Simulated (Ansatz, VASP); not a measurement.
## One calculation of Be, two programs

File INCAR:

```
SYSTEM = Be
ALGO     = Normal         ! electronic algorithm
EDIFF    = 1E-8           ! SCF threshold, eV
ENCUT    = 520            ! plane-wave cutoff, eV
GGA      = PE             ! functional
ISIF     = 2              ! what is computed and relaxed
ISMEAR   = -1             ! smearing method
LASPH    = .True.         ! aspherical terms in the spheres
LCHARG   = .False.        ! write CHGCAR
LEFG     = .True.       
LREAL    = .False.        ! projectors in reciprocal space
LWAVE    = .False.        ! write WAVECAR
NBANDS   = 12             ! bands
NELM     = 80             ! most SCF steps
PREC     = Accurate       ! precision mode
SIGMA    = 0.05           ! smearing width, eV
```

KPOINTS

```
k-points
0
Gamma
  9 9 14
  0 0 0
```

POSCAR

```
Be
1.0
    3.6703269463      0.0000000000      0.0000000000
    0.0000000000      3.6703269463      0.0000000000
    0.0000000000      0.0000000000      2.2347101981
Be
4
Direct
    0.2974080000      0.2974080000      0.0000000000
    0.7025920000      0.7025920000      0.0000000000
    0.2025920000      0.7974080000      0.5000000000
    0.7974080000      0.2025920000      0.5000000000
```

Input for Ansatz:

```yaml
crystal:
  lattice:
    - [3.6703269463, 0.0, 0.0]
    - [0.0, 3.6703269463, 0.0]
    - [0.0, 0.0, 2.2347101981]
  atoms:
    - { symbol: Be, position: [0.297408, 0.297408, 0.0] }
    - { symbol: Be, position: [0.702592, 0.702592, 0.0] }
    - { symbol: Be, position: [0.202592, 0.797408, 0.5] }
    - { symbol: Be, position: [0.797408, 0.202592, 0.5] }
kpoints:
  mp_grid: { grid: [9, 9, 14] }
scf:
  occupations: { method: fermi_dirac, width: 0.05 }
hamiltonian:
  xc: pbe
  pseudopotentials: { kind: all_electron, datasets: crystal }
output:
  forces: true
  stress: true
  eigenvalues: true
  efg: { contact_densities: true }
```

Change from the starting cell: volume scaled by 0.94, crystal datasets.

Alike in both runs: task electric field gradients; functional PBE; k mesh 9 × 9 × 14; occupations fermi-dirac, width 0.05 eV; no spin polarisation.

```csv
,VASP,Ansatz
version,VASP 6.6.1,Ansatz 0.2.0
potentials or method,"VASP PAW PBE potentials, release 64 (Be), cutoff 520 eV","all-electron PAW with datasets made for the crystal, scalar-relativistic"
```

|  | VASP | Ansatz | Ansatz less VASP |
| --- | --- | --- | --- |
| pressure (GPa) | 8.4 | 8.1 | -0.24 |
| traceless stress, the component that is largest in VASP (GPa) | -0.37 | -0.37 | -0.001 |
| rms of the force components (eV/Å) | 0.020 | 0.018 | -0.0015 |
| size of Vzz on the site where it differs most (V/Å²) | 1.8 | 1.5 | -0.31 |

Atom by atom the forces differ by 0.001 eV/Å (rms over components). Ansatz ran all-electron here, and VASP with PAW potentials.
